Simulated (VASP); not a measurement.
ZnGeN3, 10 atoms in the cell. Symmetry: I4/mcm, No. 140, tetragonal system. The conventional cell has a = 4.697 Å, b = 4.697 Å, c = 8.993 Å, α = 90.00°, β = 90.00°, γ = 90.00°. Within 3.1 Å of Zn (site symmetry -42m) lie 8 N at 2.35 Å. Ge (site symmetry 4/m) has 6 N at 1.93 to 2.25 Å within 2.6 Å. N (site symmetry m2m) has 1 N at 1.37 Å within 1.8 Å. N (site symmetry 422) has 2 Ge at 2.25 Å and 4 Zn at 2.35 Å and 8 N at 2.96 Å within 3.0 Å. 

```yaml
Program: VASP 6.6.1
Task: single point
Functional: PBE
Potentials_or_basis: VASP PAW PBE potentials, release 64 (Zn, Ge_d, N)
Cutoff: 520 eV
k_mesh: 6 × 6 × 6
Occupations: gaussian, width 0.1 eV
Spin: no spin polarisation
Dipole_correction: no
Further_INCAR_settings: ALGO = Normal; EDIFF = 1e-06; NBANDS = 52
```

Potentials or basis: VASP PAW PBE potentials, release 64 (Zn, Ge_d, N).

Launch:

```console
$ cat potpaw_PBE.64/Zn/POTCAR potpaw_PBE.64/Ge_d/POTCAR potpaw_PBE.64/N/POTCAR > POTCAR
$ mpirun -np 1 vasp_std > vasp.out
```

Hardware: 1 thread of Intel(R) Xeon(R) 6975P-C (Granite Rapids), on a shared host.

Estimate the wall time of this run.

Run time: 3.7 min on 1 thread of Intel(R) Xeon(R) 6975P-C (Granite Rapids), with other jobs on the host, peak memory 0.31 GiB. Counts: scf iterations 16, k points 30.
